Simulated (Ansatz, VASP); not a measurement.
## H in VASP and in Ansatz

```
H
1.0
     3.87114    0.00000    0.00000
    -1.93557    3.35251    0.00000
     0.00000    0.00000    5.07659
H
4
Direct
  0.33333 0.66667 0.17606
  0.66667 0.33333 0.67606
  0.66667 0.33333 0.82394
  0.33333 0.66667 0.32394
```

Alike in both runs: functional PBE; k mesh 9 × 9 × 6; occupations gaussian, width 0.02 eV; no spin polarisation.

Ansatz relaxed the structure, and its values are those at the end. VASP's run is a single point on that final structure, the one shown.

|  | VASP | Ansatz |
| --- | --- | --- |
| version | VASP 6.6.1 | Ansatz 0.2.0 |
| potentials or method | VASP PAW PBE potentials, release 64 (H), cutoff 520 eV | scalar-relativistic, plane waves, PAW |
| valence electrons in the cell | 4 | 4 |

|  | VASP | Ansatz | Ansatz less VASP |
| --- | --- | --- | --- |
| gap on the k mesh at the Fermi level (eV) | 9.32 | 9.32 | -0.002 |
| least direct gap on the mesh (eV) | 9.32 | 9.32 | -0.002 |
| pressure (GPa) | -0.1 | 0.0 | +0.16 |
| rms of the force components (eV/Å) | 0.006 | 0.000 | -0.0061 |
